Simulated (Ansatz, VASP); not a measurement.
# Two plane-wave programs on CdF2

The input INCAR:

```
PREC     = Accurate       # precision mode
ENCUT    = 520            # plane-wave cutoff, eV
EDIFF    = 1E-7           # SCF threshold, eV
ISMEAR   = 0              # smearing method
SIGMA    = 0.05           # smearing width, eV
LREAL    = F              # projectors in reciprocal space
LASPH    = T              # aspherical terms in the spheres
NELM     = 100            # most SCF steps
ALGO     = Normal         # electronic algorithm
ISIF     = 2              # what is computed and relaxed
LWAVE    = F              # write WAVECAR
LCHARG   = T              # write CHGCAR
GGA      = PS             # functional
LELF     = T              # ELF
LVHAR    = T            
NBANDS   = 20             # bands
```

Contents of KPOINTS:

```
Automatic mesh
0
Gamma
  8 8 8
```

Contents of POSCAR:

```
CdF2
1.0
    0.0000000000      2.5491992418      2.7620573785
    2.5491992418      0.0000000000      2.7620573785
    2.5491992418      2.5491992418      0.0000000000
Cd F
1 2
Direct
    0.0000000000      0.0000000000      0.0000000000
    0.2500000000      0.2500000000      0.2500000000
    0.7500000000      0.7500000000      0.7500000000
```

Input for Ansatz:

```yaml
crystal:
  lattice:
    - [0.0, 2.5491992418, 2.7620573785]
    - [2.5491992418, 0.0, 2.7620573785]
    - [2.5491992418, 2.5491992418, 0.0]
  atoms:
    - { symbol: Cd, position: [0.0, 0.0, 0.0] }
    - { symbol: F, position: [0.25, 0.25, 0.25] }
    - { symbol: F, position: [0.75, 0.75, 0.75] }
basis:
  ecutwfc: 520.0
kpoints:
  mp_grid: { grid: [8, 8, 8] }
hamiltonian:
  xc: pbesol
scf:
  occupations: { method: gaussian, width: 0.05 }
output:
  forces: true
  stress: true
  eigenvalues: true
```

Alike in both runs: task single point; functional PBEsol; k mesh 8 × 8 × 8; occupations gaussian, width 0.05 eV; no spin polarisation.

|  | VASP | Ansatz |
| --- | --- | --- |
| version | VASP 6.6.1 | Ansatz 0.2.0 |
| potentials or method | VASP PAW PBE potentials, release 64 (Cd, F), cutoff 520 eV | scalar-relativistic, plane waves, PAW |
| valence electrons in the cell | 26 | 34 |

Ansatz gave:

* gap on the k mesh at the Fermi level (eV): 3.09
* least direct gap on the mesh (eV): 3.39
* pressure (GPa): 10.9
* traceless stress, the component that is largest in VASP (GPa): -6.18

Task: Which values does VASP return?

Result: gap on the k mesh at the Fermi level (eV): 3.05; least direct gap on the mesh (eV): 3.36; pressure (GPa): 12.2; traceless stress, the component that is largest in VASP (GPa): -6.04.

VASP's potentials were made for PBE, not for PBEsol. VASP's potentials hold 26 valence electrons a cell and Ansatz's 34, so a difference there can come from the potentials and not from the codes.
